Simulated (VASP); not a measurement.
# TaSi2 (P6_222) in VASP: further runs, part 3 of 3

VASP 6.6.1.

## (5) Single point, PBE

Contents of INCAR:

```
SYSTEM = TaSi2
PREC = Accurate ; ENCUT = 520
EDIFF = 1E-7 ; ISMEAR = 0
SIGMA = 0.014 ; LREAL = .FALSE.
LASPH = .TRUE. ; NELM = 60
ALGO = Normal ; ISIF = 2
LWAVE = .FALSE. ; LCHARG = .FALSE.
GGA = PE ; NBANDS = 38
```

Contents of KPOINTS:

```
Automatic mesh
0
G
  7 7 4
  0 0 0
```

Contents of POSCAR:

```
TaSi2
1.0
    4.7800000000      0.0000000000      0.0000000000
   -2.3900000000      4.1396014301      0.0000000000
    0.0000000000      0.0000000000      6.5640000000
Ta Si
3 6
Direct
    0.0000000000      0.5000000000      0.1666666667
    0.5000000000      0.5000000000      0.8333333333
    0.5000000000      0.0000000000      0.5000000000
    0.3333000000      0.1666500000      0.1666666667
    0.1666500000      0.8333500000      0.8333333333
    0.8333500000      0.6667000000      0.5000000000
    0.6667000000      0.8333500000      0.1666666667
    0.8333500000      0.1666500000      0.8333333333
    0.1666500000      0.3333000000      0.5000000000
```

Potentials or basis: VASP PAW PBE potentials, release 64 (Ta_pv, Si).

Run with:

```sh
$ cat potpaw_PBE.64/Ta_pv/POTCAR potpaw_PBE.64/Si/POTCAR > POTCAR
$ mpirun -np 1 vasp_std > vasp.out
```

OUTCAR:

```text
SYSTEM = TaSi2
   PREC = Accurate
   ENCUT = 520
   EDIFF = 1E-7
   ISMEAR = 0
   LREAL = .FALSE.
   LASPH = .TRUE.
   NELM = 60
   ISIF = 2
   GGA = PE

 ion  position               nearest neighbor table
   1  0.000  0.500  0.167-   6 2.59   9 2.59   8 2.59   5 2.59   4 2.76   7 2.76   4 2.76   7 2.76
                             7 2.76   4 2.76   3 3.24   3 3.24   2 3.24   2 3.24
   2  0.500  0.500  0.833-   6 2.59   9 2.59   7 2.59   4 2.59   5 2.76   8 2.76   5 2.76   8 2.76
                             8 2.76   5 2.76   3 3.24   3 3.24   1 3.24   1 3.24
   3  0.500  0.000  0.500-   4 2.59   7 2.59   5 2.59   8 2.59   9 2.76   6 2.76   9 2.76   6 2.76
                             9 2.76   6 2.76   2 3.24   1 3.24   2 3.24   1 3.24
   4  0.333  0.167  0.167-   9 2.59   5 2.59   3 2.59   2 2.59   7 2.76   1 2.76   1 2.76   1 2.76
                             7 2.76   7 2.76
   5  0.167  0.833  0.833-   6 2.59   4 2.59   3 2.59   1 2.59   8 2.76   2 2.76   2 2.76   2 2.76
                             8 2.76   8 2.76
   6  0.833  0.667  0.500-   5 2.59   7 2.59   1 2.59   2 2.59   9 2.76   3 2.76   3 2.76   3 2.76
                             9 2.76   9 2.76
   7  0.667  0.833  0.167-   6 2.59   8 2.59   3 2.59   2 2.59   4 2.76   1 2.76   1 2.76   1 2.76
                             4 2.76   4 2.76
   8  0.833  0.167  0.833-   9 2.59   7 2.59   3 2.59   1 2.59   5 2.76   2 2.76   2 2.76   2 2.76
                             5 2.76   5 2.76
   9  0.167  0.333  0.500-   8 2.59   4 2.59   1 2.59   2 2.59   6 2.76   3 2.76   3 2.76   3 2.76
                             6 2.76   6 2.76

  LATTYP: Found a hexagonal cell.
 ALAT       =     4.7800000000
 C/A-ratio  =     1.3732217573

  Lattice vectors:

 A1 = (   4.7800000000,   0.0000000000,   0.0000000000)
 A2 = (  -2.3900000000,   4.1396014301,   0.0000000000)
 A3 = (   0.0000000000,   0.0000000000,   6.5640000000)

Analysis of symmetry for initial positions (statically):
=====================================================================
 Subroutine PRICEL returns:
 Original cell was already a primitive cell.

 Routine SETGRP: Setting up the symmetry group for a
 hexagonal supercell.

 Subroutine GETGRP returns: Found 12 space group operations
 (whereof  4 operations were pure point group operations)
[... 161 lines left out ...]
   LRPA    =     F    only Hartree local field effects (RPA)
 non-spin polarized calculation
 Gauss-broadening in eV      SIGMA  =   0.01
  energy-cutoff  :      520.00
  volume of cell :      129.88
 maximum number of plane-waves:      3523
 NGX is ok and might be reduce to    36
   NGX = 17   NGY = 17   NGZ = 25

 number of electron      57.0000001 magnetization

 Free energy of the ion-electron system (eV)
  ---------------------------------------------------
  ext. energy  EPLUGINS =         0.00000000
  ---------------------------------------------------
  free energy    TOTEN  =       -72.08599851 eV

  energy without entropy =      -72.08483120  energy(sigma->0) =      -72.08541485

 E-fermi :   9.4261     XC(G=0): -12.0875

 val. band max:        9.4047291868   @ k =   0.2857   0.2857   0.2500
 cond. band min:       9.4277535786   @ k =   0.2857   0.1429   0.2500
 fundamental gap:      0.0230243918
 Fermi energy:         9.4260754658

 k-point     1 :       0.0000    0.0000    0.0000
  band No.  band energies     occupation
      1     -24.9862      2.00000
      2     -24.9793      2.00000
      3     -24.9793      2.00000
      4     -24.8771      2.00000
      5     -24.8771      2.00000
      6     -24.8142      2.00000
[... 973 lines left out ...]
     37      12.8803      0.00000
     38      13.1446      0.00000

------------------------ aborting loop because EDIFF is reached ----------------------------------------

  FORCE on cell =-STRESS in cart. coord.  units (eV):
  Direction    XX          YY          ZZ          XY          YZ          ZX
  --------------------------------------------------------------------------------------
  -------------------------------------------------------------------------------------
  Total        2.1870736      2.1870736      4.3400314      0.0000000      0.0000000      0.0000000
  in kB       26.9785734     26.9785734     53.5363123      0.0000000      0.0000000      0.0000000
  external PRESSURE =      35.8311530 kB  Pullay stress =       0.0000000 kB

 VOLUME and BASIS-vectors are now :
 -----------------------------------------------------------------------------
  energy-cutoff  :      520.00
  volume of cell :      129.88
      direct lattice vectors                 reciprocal lattice vectors
     4.780000000  0.000000000  0.000000000     0.209205021  0.120784575  0.000000000
    -2.390000000  4.139601430  0.000000000     0.000000000  0.241569150  0.000000000
     0.000000000  0.000000000  6.564000000     0.000000000  0.000000000  0.152346130

 POSITION                                       TOTAL-FORCE (eV/Angst)
 -----------------------------------------------------------------------------------
     -1.19500      2.06980      1.09400         0.000000      0.000000     -0.000000
      1.19500      2.06980      5.47000         0.000000     -0.000000     -0.000000
      2.39000      0.00000      3.28200         0.000000     -0.000000      0.000000
      1.19488      0.68986      1.09400        -0.708070     -0.408805      0.000000
     -1.19512      3.44974      5.47000        -0.708070      0.408805      0.000000
      2.39000      2.75987      3.28200         0.000000      0.817609      0.000000
      1.19512      3.44974      1.09400         0.708070      0.408805      0.000000
      3.58512      0.68986      5.47000         0.708070     -0.408805      0.000000
     -0.00000      1.37973      3.28200         0.000000     -0.817609      0.000000
 -----------------------------------------------------------------------------------
    total drift:                                0.000000      0.000000      0.000000

  FREE ENERGIE OF THE ION-ELECTRON SYSTEM (eV)
  ---------------------------------------------------
  free  energy   TOTEN  =       -72.0859985068 eV

  energy  without entropy=      -72.0848312012  energy(sigma->0) =      -72.08541485
```

Run time: 77 s. Hardware: 1 thread of AMD EPYC 9R45 (Zen 5), shared host; peak memory 0.25 GiB.

What came out:

```
Free energy   : -72.0860 eV
Pressure      : 3.6 GPa
Largest force : 0.818 eV/Å
```

Forces on the atoms (eV/Å):
```
Ta   0.000  0.000  0.000
Ta   0.000  0.000  0.000
Ta   0.000  0.000  0.000
Si  -0.708 -0.409  0.000
Si  -0.708  0.409  0.000
Si   0.000  0.818  0.000
Si   0.708  0.409  0.000
Si   0.708 -0.409  0.000
Si   0.000 -0.818  0.000
```

Levels at points of the mesh, in eV from the Fermi level:
| k point | band 25 | band 26 | band 27 | band 28 | band 29 | band 30 | band 31 | band 32 | band 33 | band 34 |
| --- | --- | --- | --- | --- | --- | --- | --- | --- | --- | --- |
| (0.00, 0.00, 0.00) | -2.54 | -2.30 | -2.30 | -2.28 | -1.83 | 0.53 | 3.10 | 3.10 | 3.41 | 3.48 |
| (0.00, 0.00, 0.50) | -2.39 | -2.06 | -2.06 | -1.71 | 1.02 | 1.02 | 2.78 | 2.78 | 3.15 | 3.17 |

Caveat: spin-orbit coupling is left out, which moves the levels of the heavy elements.

## (6) Single point, r2SCAN

POSCAR is that of step 5.

Contents of INCAR.step1:

```
SYSTEM = TaSi2
PREC = Accurate
ENCUT = 520
ISMEAR = -1
SIGMA = 0.05
LREAL = .FALSE.
LASPH = .TRUE.
NELM = 60
NBANDS = 38
GGA = PE
ALGO = Normal
EDIFF = 1E-4
LWAVE = .TRUE.
LCHARG = .FALSE.
```

Contents of INCAR.step2:

```
SYSTEM = TaSi2
PREC = Accurate
ENCUT = 520
EDIFF = 1E-6
ISMEAR = -1
SIGMA = 0.05
LREAL = .FALSE.
LASPH = .TRUE.
NELM = 60
ALGO = Normal
ISIF = 2
LWAVE = .FALSE.
LCHARG = .FALSE.
METAGGA = R2SCAN
LMIXTAU = .TRUE.
NBANDS = 38
ISTART = 1
```

Contents of KPOINTS:

```
regular mesh
0
G
  7 7 4
  0 0 0
```

Potentials or basis: VASP PAW PBE potentials, release 64 (Ta_pv, Si).

Run with:

```sh
$ cat potpaw_PBE.64/Ta_pv/POTCAR potpaw_PBE.64/Si/POTCAR > POTCAR
$ cp INCAR.step1 INCAR
$ mpirun -np 1 vasp_std > vasp.out
$ cp INCAR.step2 INCAR
$ mpirun -np 1 vasp_std > vasp.out
```

Wall time 5.1 min (1 thread of AMD EPYC 9R45 (Zen 5), shared host); peak memory 0.27 GiB.

It converged, with:

| Property | Result |
| --- | --- |
| Free energy | -202.2639 eV |
| Pressure | 0.4 GPa |
| Largest force | 0.843 eV/Å |

Forces in eV/Å, atoms in the order of the input:
```
Ta   0.000  0.000  0.000
Ta   0.000  0.000  0.000
Ta   0.000  0.000  0.000
Si  -0.730 -0.422  0.000
Si  -0.730  0.422  0.000
Si   0.000  0.843  0.000
Si   0.730  0.422  0.000
Si   0.730 -0.422  0.000
Si   0.000 -0.843  0.000
```

Stress tensor (GPa, compression positive):
```
-0.33  0.00  0.00
 0.00 -0.33  0.00
 0.00  0.00  1.97
```

Levels at points of the mesh, in eV from the Fermi level:
| k point | band 27 | band 28 | band 29 | band 30 | band 31 | band 32 |
| --- | --- | --- | --- | --- | --- | --- |
| (0.00, 0.00, 0.00) | -2.48 | -2.48 | -2.04 | 0.63 | 3.38 | 3.38 |
| (0.00, 0.00, 0.50) | -2.29 | -1.93 | 1.12 | 1.12 | 3.02 | 3.02 |

Caveat: the PAW data sets were made with another functional, which shifts forces and pressure a little; spin-orbit coupling is left out, which moves the levels of the heavy elements.

## (7) Overview

| task | level | cell | cutoff (eV) | smearing | gap on the mesh (eV) | pressure (GPa) | relaxed volume (Å³/atom) | largest force (eV/Å) |
| --- | --- | --- | --- | --- | --- | --- | --- | --- |
| relaxation of cell and atoms | PBEsol | relaxed | 600 | fermi-dirac 0.05 eV | none | 0.0 | 14.31 | 0.01 |
| relaxation of cell and atoms | PBEsol+D3(BJ) | relaxed | 600 | fermi-dirac 0.05 eV | none | 0.0 | 13.88 | - |
| single point | PBE | as given | 520 | gaussian 0.013 eV | none | 3.6 | - | 0.82 |
| single point | PBE | as given | 520 | gaussian 0.014 eV | none | 3.6 | - | 0.82 |
| single point | r2SCAN | as given | 520 | fermi-dirac 0.05 eV | none | 0.4 | - | 0.84 |

Alike in all rows: potentials or basis VASP PAW PBE potentials, release 64 (Ta_pv, Si); no spin polarisation; k mesh 7 × 7 × 4.

Every run on the cell as given and a fine mesh finds a metal. The pressure there spans 0.4 GPa (r2SCAN) to 3.6 GPa (PBE); a positive pressure means that this level wants a larger cell, a negative one a smaller.

Caveats: spin-orbit coupling is left out, which moves the levels of the heavy elements; the PAW data sets were made with another functional, which shifts forces and pressure a little (some runs); pairwise dispersion overbinds metals, which lowers pressure and volume (some runs).

Absolute energies hang on the potentials; compare differences alone.
